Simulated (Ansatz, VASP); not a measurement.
**SnO2 in VASP and in Ansatz**

```
Sn O
1.0
     4.73800    0.00000    0.00000
     0.00000    4.73800    0.00000
     0.00000    0.00000    3.18650
Sn O
2 4
Direct
  0.99762 0.99705 0.99626
  0.49759 0.49701 0.49636
  0.30243 0.30331 0.99631
  0.19316 0.80356 0.49627
  0.69299 0.69079 0.99644
  0.80265 0.19108 0.49627
```

Alike in both runs: functional PBE; k mesh 4 × 4 × 6; no spin polarisation.

Ansatz relaxed the structure, and its values are those at the end. VASP's run is a single point on that final structure, the one shown.

|  | VASP | Ansatz |
| --- | --- | --- |
| version | VASP 6.6.1 | Ansatz 0.2.0 |
| potentials or method | VASP PAW PBE potentials, release 64 (Sn_d, O), cutoff 600 eV | plane waves, PAW |
| occupations | gaussian, width 0.01 eV | fixed |
| valence electrons in the cell | 52 | 52 |

|  | VASP | Ansatz | Ansatz less VASP |
| --- | --- | --- | --- |
| rms of the force components (eV/Å) | 0.014 | 0.007 | -0.0074 |
